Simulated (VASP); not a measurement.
Cs, 1 atom in the cell. The cell holds a sublattice, 1 atom: a = 5.473 Å, b = 5.473 Å, c = 5.473 Å, α = 90.00°, β = 90.00°, γ = 90.00°. 

- Program: VASP 6.6.1
- Task: single point
- Functional: PBE
- Potentials or basis: VASP PAW PBE potentials, release 64 (Cs_sv)
- Cutoff: 400 eV
- k mesh: 6 × 6 × 6
- Occupations: gaussian, width 0.1 eV
- Spin: no spin polarisation
- Dipole correction: no
- Further INCAR settings: ALGO = Normal; EDIFF = 1e-06; NBANDS = 10

Potentials or basis: VASP PAW PBE potentials, release 64 (Cs_sv).

The run is started by

```bash
$ cat potpaw_PBE.64/Cs_sv/POTCAR > POTCAR
$ mpirun -np 1 vasp_std > vasp.out
```

Hardware: 1 thread of Intel Xeon 8259CL, on a shared host.

**Question.** Estimate the wall time of this run.

**Answer.** It took 27 s on 1 thread of Intel Xeon 8259CL, with other jobs on the host, peak memory 0.2 GiB. Counts: scf iterations 11, k points 20.
